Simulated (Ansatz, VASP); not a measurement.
## Si2W in VASP and in Ansatz

```
Si W
1.0
    -1.56122    1.56122    3.71247
     1.56122   -1.56122    3.71247
     1.56122    1.56122   -3.71247
Si W
2 1
Direct
  0.33450 0.33450 0.00000
  0.66550 0.66550 0.00000
  0.00000 0.00000 0.00000
```

Change from the starting cell: strain -0.025 along x and y, -0.050 along z, atoms carried along.

Alike in both runs: task single point; functional PBEsol; k mesh 20 × 20 × 20; occupations gaussian, width 0.15 eV; no spin polarisation.

|  | VASP | Ansatz |
| --- | --- | --- |
| version | VASP 6.6.1 | Ansatz 0.2.0 |
| potentials or method | VASP PAW PBE potentials, release 64 (Si, W_sv), cutoff 520 eV | scalar-relativistic, plane waves, PAW |
| valence electrons in the cell | 22 | 22 |

VASP gave:

* gap on the k mesh at the Fermi level (eV): none
* pressure (GPa): 31.5
* traceless stress, the component that is largest in VASP (GPa): 12.94
* rms of the force components (eV/Å): 0.121

Problem. What did Ansatz give for the same quantities?

Solution. gap on the k mesh at the Fermi level (eV): none; pressure (GPa): 30.9; traceless stress, the component that is largest in VASP (GPa): 12.97; rms of the force components (eV/Å): 0.118.

VASP's potentials were made for PBE, not for PBEsol. Atom by atom the forces differ by 0.002 eV/Å (rms over components). A gap of «none» marks a metal or a gap that the smearing closes. Both programs put the cell under a high pressure, so it lies far from rest at this level.

Neither program's run includes spin-orbit coupling.
